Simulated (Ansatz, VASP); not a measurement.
## Two plane-wave programs on SrMg2Bi2

```
Sr Mg Bi
1.0
     4.82971    0.00000    0.00000
    -2.41486    4.18265    0.00000
     0.00000    0.00000    7.98289
Sr Mg Bi
1 2 2
Direct
  0.00000 0.00000 0.00000
  0.66667 0.33333 0.37504
  0.33333 0.66667 0.62496
  0.66667 0.33333 0.74673
  0.33333 0.66667 0.25327
```

Alike in both runs: task single point; functional LDA; k mesh 9 × 9 × 6; occupations gaussian, width 0.03 eV; no spin polarisation.

|  | VASP | Ansatz |
| --- | --- | --- |
| version | VASP 6.6.1 | Ansatz 0.2.0 |
| potentials or method | VASP PAW LDA potentials, release 64 (Sr_sv, Mg, Bi_d), cutoff 520 eV | scalar-relativistic, plane waves, PAW |
| valence electrons in the cell | 44 | 60 |

|  | VASP | Ansatz | Ansatz less VASP |
| --- | --- | --- | --- |
| gap on the k mesh at the Fermi level (eV) | 0.40 | 0.38 | -0.022 |
| least direct gap on the mesh (eV) | 0.40 | 0.38 | -0.022 |
| pressure (GPa) | -2.3 | -2.2 | +0.16 |
| traceless stress, the component that is largest in VASP (GPa) | 0.02 | 0.06 | +0.036 |
| rms of the force components (eV/Å) | 0.019 | 0.017 | -0.0019 |

LDA's correlation is that of Perdew and Zunger in VASP and of Perdew and Wang (1992) in Ansatz. Atom by atom the forces differ by 0.010 eV/Å (rms over components). VASP's potentials hold 44 valence electrons a cell and Ansatz's 60, so a difference there can come from the potentials and not from the codes.

Spin-orbit coupling is off throughout.
